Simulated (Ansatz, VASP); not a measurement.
Two plane-wave programs on Si5PdW

```
Si Pd W
1.0
     3.98000    0.00000    0.00000
     0.00000    3.98000    0.00000
     0.00000    0.00000    6.50000
Si Pd W
5 1 1
Cartesian
  0.0000 1.9900 4.5175
  1.9900 0.0000 4.5175
  0.0000 1.9900 1.9825
  1.9900 0.0000 1.9825
  1.9900 1.9900 0.0000
  0.0000 0.0000 0.0000
  0.0000 0.0000 3.2500
```

Alike in both runs: task relaxation of cell and atoms; functional PBE; k mesh 4 × 4 × 3; occupations gaussian, width 0.2 eV; no spin polarisation.

|  | VASP | Ansatz |
| --- | --- | --- |
| version | VASP 6.6.1 | Ansatz 0.2.0 |
| potentials or method | VASP PAW PBE potentials, release 64 (Si, Pd, W_sv), cutoff 600 eV | scalar-relativistic, plane waves, PAW |
| valence electrons in the cell | 44 | 52 |

Ansatz gave:

```
gap on the k mesh at the Fermi level, each at its own relaxed structure (eV) : none
relaxed volume (Å³/atom)                                                     : 15.80
relaxed length of the cell vector where the two differ most in proportion (Å)              : 5.919
```

Task: What did VASP give for the same quantities?

Result: gap on the k mesh at the Fermi level, each at its own relaxed structure (eV): none; relaxed volume (Å³/atom): 15.75; relaxed length of the cell vector where the two differ most in proportion (Å): 5.891.

A gap of «none» marks a metal or a gap that the smearing closes. VASP's potentials hold 44 valence electrons a cell and Ansatz's 52, so a difference there can come from the potentials and not from the codes.

The k mesh is coarse, so the values compare programs but aren't converged. Spin-orbit coupling is off throughout.
